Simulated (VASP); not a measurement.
Wanted: the native input for a VASP 6.6.1 run.

```
Task                   : relaxation of cell and atoms
Functional             : PBEsol
Potentials or basis    : VASP PAW PBE potentials, release 64 (Ag)
Cutoff                 : 600 eV
k mesh                 : 18 × 18 × 4
Occupations            : gaussian, width 0.1 eV
Spin                   : no spin polarisation
Dipole correction      : no
Further INCAR settings : ALGO = Fast; EDIFF = 1e-06; IBRION = 2; EDIFFG = -0.005; NSW = 100; ISIF = 3
```

The structure of Ag lies in POSCAR:

```
Ag
1.0
    2.8861989086      0.0000000000      0.0000000000
   -1.4430994543      2.4995215753      0.0000000000
    0.0000000000      0.0000000000     10.0000000000
Ag
4
Direct
    0.3333333333      0.6666666667      0.2500000000
    0.6666666667      0.3333333333      0.7500000000
    0.0000000000      0.0000000000      0.0000000000
    0.0000000000      0.0000000000      0.5000000000
```

This isn't the form of Ag at room conditions, which is fcc.

The input as run:

INCAR

```
PREC = Accurate
ENCUT = 600
EDIFF = 1E-6
ISMEAR = 0
SIGMA = 0.1
LREAL = F
LASPH = T
NELM = 60
ALGO = Fast
ISIF = 3
LWAVE = F
LCHARG = F
GGA = PS
IBRION = 2
NSW = 100
EDIFFG = -0.005
```

KPOINTS

```
regular mesh
0
Gamma
  18 18 4
```

Potentials or basis: VASP PAW PBE potentials, release 64 (Ag).

The run is started by

```console
$ cat potpaw_PBE.64/Ag/POTCAR > POTCAR
$ mpirun -np 1 vasp_std > vasp.out
```

It gave:

- Relaxed volume: 16.63 Å³/atom
- Relaxed cell: a = 2.869 Å, b = 2.869 Å, c = 9.332 Å, α = 90.00°, β = 90.00°, γ = 120.00°
- Space group after relaxing (to 0.1 Å): P6_3/mmc (No. 194)
- Energy gained by relaxing: 47.5 meV/atom
- Ionic steps: 11
- Pressure after relaxing: 0.0 GPa
- Band gap on the k mesh: zero (bands 22 and 23 overlap by 6.53 eV)

Caveat: the PAW data sets were made with another functional, which shifts forces and pressure a little.

Run time: 20 min on 1 thread of Intel(R) Xeon(R) Platinum 8259CL CPU @ 2.50GHz (Skylake/Cascade Lake) (shared host), peak memory 0.35 GiB.
